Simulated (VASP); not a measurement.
WC, 2 atoms in the cell. Symmetry: Fm-3m, No. 225, cubic system. Conventional cell: a = 4.485 Å, b = 4.485 Å, c = 4.485 Å, α = 90.00°, β = 90.00°, γ = 90.00°. Within 3.0 Å of W (site symmetry m-3m) lie 6 C at 2.24 Å. C (site symmetry m-3m) has 6 W at 2.24 Å within 3.0 Å. 

* Program: VASP 6.6.1
* Task: single point
* Functional: PBEsol
* Potentials or basis: VASP PAW PBE potentials, release 64 (W_sv, C)
* Cutoff: 520 eV
* k mesh: 11 × 11 × 11
* Occupations: methfessel-paxton, width 0.1 eV
* Spin: no spin polarisation
* Dipole correction: no
* Further INCAR settings: ALGO = Normal; EDIFF = 1e-06; NBANDS = 16

Potentials or basis: VASP PAW PBE potentials, release 64 (W_sv, C).

Launch:

```bash
$ cat potpaw_PBE.64/W_sv/POTCAR potpaw_PBE.64/C/POTCAR > POTCAR
$ mpirun -np 1 vasp_std > vasp.out
```

Hardware: 1 thread of Intel(R) Xeon(R) Platinum 8488C (Sapphire Rapids), with other jobs on the host.

Question: How long does it take, and how much memory?

Answer: It took 11 s on 1 thread of Intel(R) Xeon(R) Platinum 8488C (Sapphire Rapids), on a shared host, peak memory 0.15 GiB. Counts: scf iterations 12, k points 56.
